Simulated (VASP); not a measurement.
# Se (Fd-3m) in VASP: notebook

Runs on Se. Level: PBE. Tasks: single point.

All numbers are computed with VASP 6.6.1; they aren't measurements. Logs are shortened: lines on timing, memory, paths and dates and some standing lists are left out, and cuts for length are marked.

### Step 1. The cell of the first run

It takes space group Fd-3m (No. 227, cubic). Conventional cell: a = 4.665 Å, b = 4.665 Å, c = 4.665 Å, α = 90.00°, β = 90.00°, γ = 90.00°. Within 2.7 Å of Se (site symmetry -43m) lie 4 Se at 2.02 Å.

### Step 2. Single point, PBE (volume scaled by 0.4)

File INCAR:

```
SYSTEM = Se
ALGO = Normal
EDIFF = 1E-7
ENCUT = 520
GGA = PE
ISIF = 2
ISMEAR = -1
LASPH = .TRUE.
LCHARG = .FALSE.
LREAL = .FALSE.
LWAVE = .FALSE.
NBANDS = 13
NELM = 100
PREC = Accurate
SIGMA = 0.1
```

File KPOINTS:

```
k-points
0
G
  11 11 11
  0 0 0
```

File POSCAR:

```
Se
1.0
    0.0000000000      2.3325060983      2.3325060983
    2.3325060983      0.0000000000      2.3325060983
    2.3325060983      2.3325060983      0.0000000000
Se
2
Direct
   -0.1250000000     -0.1250000000     -0.1250000000
    0.1250000000      0.1250000000      0.1250000000
```

Potentials or basis: VASP PAW PBE potentials, release 64 (Se).

Launch:

```console
cat potpaw_PBE.64/Se/POTCAR > POTCAR
mpirun -np 1 vasp_std > vasp.out
```

OUTCAR:

```text
SYSTEM = Se
   EDIFF = 1E-7
   ENCUT = 520
   GGA = PE
   ISIF = 2
   ISMEAR = -1
   LASPH = .TRUE.
   LREAL = .FALSE.
   NELM = 100
   PREC = Accurate

 ion  position               nearest neighbor table
   1  0.875  0.875  0.875-   2 2.02   2 2.02   2 2.02   2 2.02
   2  0.125  0.125  0.125-   1 2.02   1 2.02   1 2.02   1 2.02

  LATTYP: Found a face centered cubic cell.
 ALAT       =     4.6650121966

  Lattice vectors:

 A1 = (   0.0000000000,   2.3325060983,   2.3325060983)
 A2 = (   2.3325060983,   0.0000000000,   2.3325060983)
 A3 = (   2.3325060983,   2.3325060983,   0.0000000000)

Analysis of symmetry for initial positions (statically):
=====================================================================
 Subroutine PRICEL returns:
 Original cell was already a primitive cell.

 Routine SETGRP: Setting up the symmetry group for a
 face centered cubic supercell.

 Subroutine GETGRP returns: Found 48 space group operations
 (whereof 12 operations were pure point group operations)
 out of a pool of 48 trial point group operations.

The static configuration has the point symmetry D_3d.
 The point group associated with its full space group is O_h .

Analysis of symmetry for dynamics (positions and initial velocities):
=====================================================================
 Subroutine PRICEL returns:
 Original cell was already a primitive cell.

 Routine SETGRP: Setting up the symmetry group for a
 face centered cubic supercell.

 Subroutine GETGRP returns: Found 48 space group operations
 (whereof 12 operations were pure point group operations)
 out of a pool of 48 trial point group operations.

The dynamic configuration has the point symmetry D_3d.
 The point group associated with its full space group is O_h .

 Subroutine INISYM returns: Found 48 space group operations
 (whereof 12 operations are pure point group operations),
 and found     1 'primitive' translations

----------------------------------------------------------------------------------------

                                     Primitive cell

  volume of cell :      25.3804

  direct lattice vectors                    reciprocal lattice vectors
     0.000000000  2.332506098  2.332506098    -0.214361712  0.214361712  0.214361712
     2.332506098  0.000000000  2.332506098     0.214361712 -0.214361712  0.214361712
[... 93 lines left out ...]
   POTIM  = 0.5000    time-step for ionic-motion
   TEBEG  =    0.0;   TEEND  =   0.0 temperature during run
   PSTRESS=    0.0 pullay stress
   NELECT =      12.0000    total number of electrons
   NUPDOWN=      -1.0000    fix difference up-down
   EMIN   =  10.00;   EMAX   =-10.00  energy-range for DOS
   EFERMI =   0.00;   METHOD = LEGACY
   ISMEAR =    -1;   SIGMA  =   0.10  broadening in eV -4-tet -1-fermi 0-gaus
   EFERMI_NEDOS =   21; number of points for ismear=-14 and -15
   IALGO  =     38    algorithm
   IMIX   =      4    mixing-type and parameters
     AMIX     =   0.40;   BMIX     =  1.00
     AMIX_MAG =   1.60;   BMIX_MAG =  1.00
  volume/ion in A,a.u.               =      12.69        85.64
  Fermi-wavevector in a.u.,A,eV,Ry     =   1.275369  2.410098 22.130769  1.626566
  Thomas-Fermi vector in A             =   2.408085
   LORBIT       =      0    0 simple, 1 ext, 2 COOP (PROOUT), +10 PAW based schemes
   GGA     = PE    functional components
   LHFCALC =     F    Hartree Fock is set to
   AEXX    =    0.0000 exact exchange contribution
   IVDW    =     0    specifies the selected vdW correction
   LEPSILON=     F    determine dielectric tensor
   LRPA    =     F    only Hartree local field effects (RPA)
 non-spin polarized calculation
  energy-cutoff  :      520.00
  volume of cell :       25.38
 maximum number of plane-waves:       701
 NGX is ok and might be reduce to    28
   NGX = 13   NGY = 13   NGZ = 13

 number of electron      12.0000000 magnetization

 Free energy of the ion-electron system (eV)
  ---------------------------------------------------
  ext. energy  EPLUGINS =         0.00000000
  ---------------------------------------------------
  free energy    TOTEN  =         5.95314684 eV

  energy without entropy =        5.98563536  energy(sigma->0) =        5.96939110

 E-fermi :  13.2475     XC(G=0): -12.5186

 val. band max:       13.2260491820   @ k =  -0.4545   0.1818   0.0000
 cond. band min:      13.3091747895   @ k =  -0.2727   0.1818   0.0000
 fundamental gap:      0.0831256074
 Fermi energy:        13.2474543353

 k-point     1 :       0.0000    0.0000    0.0000
  band No.  band energies     occupation
      1     -11.3244      2.00000
      2       6.4371      2.00000
      3       6.4371      2.00000
      4       6.4371      2.00000
      5       9.5082      2.00000
      6      10.7222      2.00000
      7      10.7222      2.00000
      8      10.7222      2.00000
      9      17.9520      0.00000
     10      20.1183      0.00000
     11      20.1183      0.00000
     12      23.2896      0.00000
     13      23.2896      0.00000
[... 354 lines left out ...]
  band No.  band energies     occupation
      1      -9.7868      2.00000
      2      -0.0072      2.00000
      3       2.7169      2.00000
      4       5.3102      2.00000
      5      10.8422      2.00000
      6      12.4732      1.99913
      7      12.9955      1.85104
      8      14.9945      0.00000
      9      17.4727      0.00000
     10      21.7343      0.00000
     11      21.9341      0.00000
     12      24.4822      0.00000
     13      27.2418      0.00000

 [... further k-points ...]

------------------------ aborting loop because EDIFF is reached ----------------------------------------

  FORCE on cell =-STRESS in cart. coord.  units (eV):
  Direction    XX          YY          ZZ          XY          YZ          ZX
  --------------------------------------------------------------------------------------
  -------------------------------------------------------------------------------------
  Total       34.2376026     34.2376026     34.2376026     -0.0000000     -0.0000000     -0.0000000
  in kB     2161.3025702   2161.3025702   2161.3025702     -0.0000000     -0.0000000     -0.0000000
  external PRESSURE =    2161.3025702 kB  Pullay stress =       0.0000000 kB

 VOLUME and BASIS-vectors are now :
 -----------------------------------------------------------------------------
  energy-cutoff  :      520.00
  volume of cell :       25.38
      direct lattice vectors                 reciprocal lattice vectors
     0.000000000  2.332506098  2.332506098    -0.214361712  0.214361712  0.214361712
     2.332506098  0.000000000  2.332506098     0.214361712 -0.214361712  0.214361712
     2.332506098  2.332506098  0.000000000     0.214361712  0.214361712 -0.214361712

 POSITION                                       TOTAL-FORCE (eV/Angst)
 -----------------------------------------------------------------------------------
      4.08189      4.08189      4.08189         0.000000     -0.000000     -0.000000
      0.58313      0.58313      0.58313        -0.000000      0.000000      0.000000
 -----------------------------------------------------------------------------------
    total drift:                               -0.000000     -0.000000     -0.000000

  FREE ENERGIE OF THE ION-ELECTRON SYSTEM (eV)
  ---------------------------------------------------
  free  energy   TOTEN  =         5.9531468392 eV

  energy  without entropy=        5.9856353586  energy(sigma->0) =        5.96939110
```

OSZICAR:

```text
N       E                     dE             d eps       ncg     rms          rms(c)
DAV:   1     0.570418334755E+02    0.57042E+02   -0.57716E+03  1456   0.841E+02
DAV:   2     0.779084101230E+01   -0.49251E+02   -0.46119E+02  1929   0.152E+02
DAV:   3     0.574369644309E+01   -0.20471E+01   -0.20270E+01  1831   0.301E+01
DAV:   4     0.573611416931E+01   -0.75823E-02   -0.75810E-02  1664   0.204E+00
DAV:   5     0.573609191293E+01   -0.22256E-04   -0.22257E-04  1857   0.106E-01    0.267E+01
DAV:   6     0.588441742841E+01    0.14833E+00   -0.44914E-02  1611   0.127E+00    0.160E+01
DAV:   7     0.595149783249E+01    0.67080E-01   -0.64766E-02  1736   0.161E+00    0.313E-01
DAV:   8     0.595315721008E+01    0.16594E-02   -0.48241E-03  1566   0.416E-01    0.672E-02
DAV:   9     0.595314638603E+01   -0.10824E-04   -0.78495E-05  1884   0.601E-02    0.193E-02
DAV:  10     0.595314525938E+01   -0.11266E-05   -0.18944E-06  1591   0.861E-03    0.958E-03
DAV:  11     0.595314682391E+01    0.15645E-05   -0.27302E-07  1731   0.352E-03    0.367E-04
DAV:  12     0.595314683921E+01    0.15298E-07   -0.39416E-09   958   0.521E-04
   1 F= 0.59531468E+01 E0= 0.59693911E+01  d E =-.324885E-01
```

Run time: 9.6 s. Hardware: 1 thread of Intel Xeon 6975P-C (Granite Rapids), shared host; peak memory 0.16 GiB.

What came out:

* Free energy: 5.9531 eV
* Pressure: 216.1 GPa
* Band gap on the k mesh: zero (band 6 reaches 15.47 eV, above the bottom of band 7 at 10.72 eV)

### Step 3. Single point, PBE (volume scaled by 0.5)

File INCAR:

```
PREC     = Accurate       # precision mode
ENCUT    = 520            # plane-wave cutoff, eV
EDIFF    = 1E-6           # SCF threshold, eV
ISMEAR   = -1             # smearing method
SIGMA    = 0.1            # smearing width, eV
LREAL    = False          # projectors in reciprocal space
LASPH    = True           # aspherical terms in the spheres
NELM     = 100            # most SCF steps
ALGO     = Normal         # electronic algorithm
ISIF     = 2              # what is computed and relaxed
LWAVE    = False          # write WAVECAR
LCHARG   = True           # write CHGCAR
GGA      = PE             # functional
LELF     = True           # ELF
LVHAR    = True         
NBANDS   = 13             # bands
```

File KPOINTS:

```
regular mesh
0
Gamma
  11 11 11
```

File POSCAR:

```
Se
1.0
    0.0000000000      2.5126160265      2.5126160265
    2.5126160265      0.0000000000      2.5126160265
    2.5126160265      2.5126160265      0.0000000000
Se
2
Direct
   -0.1250000000     -0.1250000000     -0.1250000000
    0.1250000000      0.1250000000      0.1250000000
```

Potentials or basis: VASP PAW PBE potentials, release 64 (Se).

Launch:

```console
cat potpaw_PBE.64/Se/POTCAR > POTCAR
mpirun -np 1 vasp_std > vasp.out
```

OUTCAR:

```text
PREC = Accurate
   ENCUT = 520
   EDIFF = 1E-6
   ISMEAR = -1
   LREAL = False
   LASPH = True
   NELM = 100
   ISIF = 2
   GGA = PE

 ion  position               nearest neighbor table
   1  0.875  0.875  0.875-   2 2.18   2 2.18   2 2.18   2 2.18
   2  0.125  0.125  0.125-   1 2.18   1 2.18   1 2.18   1 2.18

  LATTYP: Found a face centered cubic cell.
 ALAT       =     5.0252320530

  Lattice vectors:

 A1 = (   0.0000000000,   2.5126160265,   2.5126160265)
 A2 = (   2.5126160265,   0.0000000000,   2.5126160265)
 A3 = (   2.5126160265,   2.5126160265,   0.0000000000)

Analysis of symmetry for initial positions (statically):
=====================================================================
 Subroutine PRICEL returns:
 Original cell was already a primitive cell.

 Routine SETGRP: Setting up the symmetry group for a
 face centered cubic supercell.

 Subroutine GETGRP returns: Found 48 space group operations
 (whereof 12 operations were pure point group operations)
 out of a pool of 48 trial point group operations.

The static configuration has the point symmetry D_3d.
 The point group associated with its full space group is O_h .

Analysis of symmetry for dynamics (positions and initial velocities):
=====================================================================
 Subroutine PRICEL returns:
 Original cell was already a primitive cell.

 Routine SETGRP: Setting up the symmetry group for a
 face centered cubic supercell.

 Subroutine GETGRP returns: Found 48 space group operations
 (whereof 12 operations were pure point group operations)
 out of a pool of 48 trial point group operations.

The dynamic configuration has the point symmetry D_3d.
 The point group associated with its full space group is O_h .

 Subroutine INISYM returns: Found 48 space group operations
 (whereof 12 operations are pure point group operations),
 and found     1 'primitive' translations

----------------------------------------------------------------------------------------
[... 121 lines left out ...]
   IVDW    =     0    specifies the selected vdW correction
   LEPSILON=     F    determine dielectric tensor
   LRPA    =     F    only Hartree local field effects (RPA)
 non-spin polarized calculation
  energy-cutoff  :      520.00
  volume of cell :       31.73
 maximum number of plane-waves:       881
   NGX = 13   NGY = 13   NGZ = 13

 number of electron      12.0000001 magnetization

 Free energy of the ion-electron system (eV)
  ---------------------------------------------------
  ext. energy  EPLUGINS =         0.00000000
  ---------------------------------------------------
  free energy    TOTEN  =        -0.11649502 eV

  energy without entropy =       -0.07986292  energy(sigma->0) =       -0.09817897

 E-fermi :   9.7614     XC(G=0): -11.3763

 val. band max:        9.7017865192   @ k =  -0.3636   0.2727   0.0909
 cond. band min:       9.7786725838   @ k =   0.2727   0.0909   0.0000
 fundamental gap:      0.0768860646
 Fermi energy:         9.7613886929

 k-point     1 :       0.0000    0.0000    0.0000
  band No.  band energies     occupation
      1     -11.8744      2.00000
      2       3.5233      2.00000
      3       3.7469      2.00000
      4       3.7469      2.00000
      5       3.7469      2.00000
      6       7.7593      2.00000
      7       7.7593      2.00000
      8       7.7593      2.00000
      9      14.2729      0.00000
     10      16.7519      0.00000
     11      16.7519      0.00000
     12      19.6864      0.00000
     13      19.6864      0.00000
[... 354 lines left out ...]
  band No.  band energies     occupation
      1     -10.6413      2.00000
      2      -2.5548      2.00000
      3       0.9189      2.00000
      4       2.8630      2.00000
      5       6.7008      2.00000
      6       9.2021      1.99258
      7       9.4594      1.90696
      8      11.0924      0.00000
      9      14.5846      0.00000
     10      17.3010      0.00000
     11      17.5940      0.00000
     12      20.6331      0.00000
     13      22.9286      0.00000

 [... further k-points ...]

------------------------ aborting loop because EDIFF is reached ----------------------------------------

  FORCE on cell =-STRESS in cart. coord.  units (eV):
  Direction    XX          YY          ZZ          XY          YZ          ZX
  --------------------------------------------------------------------------------------
  -------------------------------------------------------------------------------------
  Total       20.8828498     20.8828498     20.8828498      0.0000000      0.0000000      0.0000000
  in kB     1054.6102166   1054.6102166   1054.6102166      0.0000000      0.0000000      0.0000000
  external PRESSURE =    1054.6102166 kB  Pullay stress =       0.0000000 kB

 VOLUME and BASIS-vectors are now :
 -----------------------------------------------------------------------------
  energy-cutoff  :      520.00
  volume of cell :       31.73
      direct lattice vectors                 reciprocal lattice vectors
     0.000000000  2.512616026  2.512616026    -0.198995786  0.198995786  0.198995786
     2.512616026  0.000000000  2.512616026     0.198995786 -0.198995786  0.198995786
     2.512616026  2.512616026  0.000000000     0.198995786  0.198995786 -0.198995786

 POSITION                                       TOTAL-FORCE (eV/Angst)
 -----------------------------------------------------------------------------------
      4.39708      4.39708      4.39708         0.000000      0.000000      0.000000
      0.62815      0.62815      0.62815        -0.000000     -0.000000     -0.000000
 -----------------------------------------------------------------------------------
    total drift:                                0.000000     -0.000000     -0.000000

  FREE ENERGIE OF THE ION-ELECTRON SYSTEM (eV)
  ---------------------------------------------------
  free  energy   TOTEN  =        -0.1164950222 eV

  energy  without entropy=       -0.0798629183  energy(sigma->0) =       -0.09817897
```

OSZICAR:

```text
N       E                     dE             d eps       ncg     rms          rms(c)
DAV:   1     0.515642331287E+02    0.51564E+02   -0.55385E+03  1456   0.820E+02
DAV:   2     0.200837726201E+01   -0.49556E+02   -0.46111E+02  1933   0.143E+02
DAV:   3    -0.186374598437E+00   -0.21948E+01   -0.21713E+01  1814   0.304E+01
DAV:   4    -0.195829979844E+00   -0.94554E-02   -0.94537E-02  1686   0.228E+00
DAV:   5    -0.195864469916E+00   -0.34490E-04   -0.34489E-04  1825   0.139E-01    0.196E+01
DAV:   6    -0.139408403702E+00    0.56456E-01   -0.23308E-02  1661   0.852E-01    0.117E+01
DAV:   7    -0.117267597471E+00    0.22141E-01   -0.34842E-02  1701   0.108E+00    0.225E-01
DAV:   8    -0.116489866443E+00    0.77773E-03   -0.24227E-03  1551   0.281E-01    0.246E-02
DAV:   9    -0.116494117894E+00   -0.42515E-05   -0.40653E-05  1881   0.412E-02    0.103E-02
DAV:  10    -0.116495022182E+00   -0.90429E-06   -0.13105E-06  1162   0.710E-03
   1 F= -.11649502E+00 E0= -.98178970E-01  d E =-.366321E-01
```

stdout:

```text
POSCAR found type information on POSCAR Se
 POSCAR found :  1 types and       2 ions
 scaLAPACK will be used
 LDA part: xc-table for (Slater+PW92), standard interpolation
 POSCAR, INCAR and KPOINTS ok, starting setup
 FFT: planning ... GRIDC
 FFT: planning ... GRID_SOFT
 FFT: planning ... GRID
 WAVECAR not read
 entering main loop
```

Run time: 8.7 s. Hardware: 1 thread of Intel Xeon 6975P-C (Granite Rapids), shared host; peak memory 0.16 GiB.

Results:

```
Free energy            : -0.1165 eV
Pressure               : 105.5 GPa
Band gap on the k mesh : zero (band 6 reaches 11.17 eV, above the bottom of band 7 at 7.76 eV)
```

(Part 1 of 2 ends here.)
